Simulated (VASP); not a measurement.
Wanted: the native input for a VASP 6.6.1 run.

| Property | Result |
| --- | --- |
| Task | single point |
| Functional | PBE |
| Potentials or basis | VASP PAW PBE potentials, release 64 (Pt) |
| Cutoff | 520 eV |
| k mesh | 15 × 15 × 8 |
| Occupations | fermi-dirac, width 0.05 eV |
| Spin | collinear spin |
| Starting moments | [1.0, 1.0] μB |
| Dipole correction | no |
| Further INCAR settings | ALGO = Normal; EDIFF = 1e-06; NBANDS = 21 |

The structure of Pt lies in POSCAR:

```
Pt
1.0
    2.6446684377      0.0000000000      0.0000000000
   -1.3223342188      2.2903500516      0.0000000000
    0.0000000000      0.0000000000      4.5772945430
Pt
2
Direct
    0.3333333333      0.6666666667      0.2500000000
    0.6666666667      0.3333333333      0.7500000000
```

This isn't the form of Pt at room conditions, which is fcc.

The input as run:

INCAR

```
SYSTEM = Pt
PREC     = Accurate       ! precision mode
ENCUT    = 520            ! plane-wave cutoff, eV
EDIFF    = 1E-6           ! SCF threshold, eV
ISMEAR   = -1             ! smearing method
SIGMA    = 0.05           ! smearing width, eV
LREAL    = .FALSE.        ! projectors in reciprocal space
LASPH    = .TRUE.         ! aspherical terms in the spheres
NELM     = 150            ! most SCF steps
ALGO     = Normal         ! electronic algorithm
ISIF     = 2              ! what is computed and relaxed
LWAVE    = .FALSE.        ! write WAVECAR
LCHARG   = .FALSE.        ! write CHGCAR
ISPIN    = 2              ! spin polarisation
MAGMOM   = 1 1            ! initial moments
LORBIT   = 11             ! projections on sites
LMAXMIX  = 4              ! l up to which the mixer works
GGA      = PE             ! functional
NBANDS   = 21             ! bands
```

KPOINTS

```
regular mesh
0
G
  15 15 8
  0 0 0
```

Potentials or basis: VASP PAW PBE potentials, release 64 (Pt).

Run with:

```bash
$ cat potpaw_PBE.64/Pt/POTCAR > POTCAR
$ mpirun -np 1 vasp_std > vasp.out
```

Results of the run:

```
Pressure                                              : 43.6 GPa
Band gap on the k mesh                                : zero (filled and empty bands overlap)
Net moment                                            : 0.00 μB per cell
Valence electrons inside the program's atomic spheres : Pt 9.56
```

Caveat: the stress differs along the axes, from 40 to 45 GPa; spin-orbit coupling is left out, which moves the levels of the heavy elements.

Wall time 54 s on 1 thread of Intel(R) Xeon(R) 6975P-C (Granite Rapids) (shared host), peak memory 0.23 GiB.
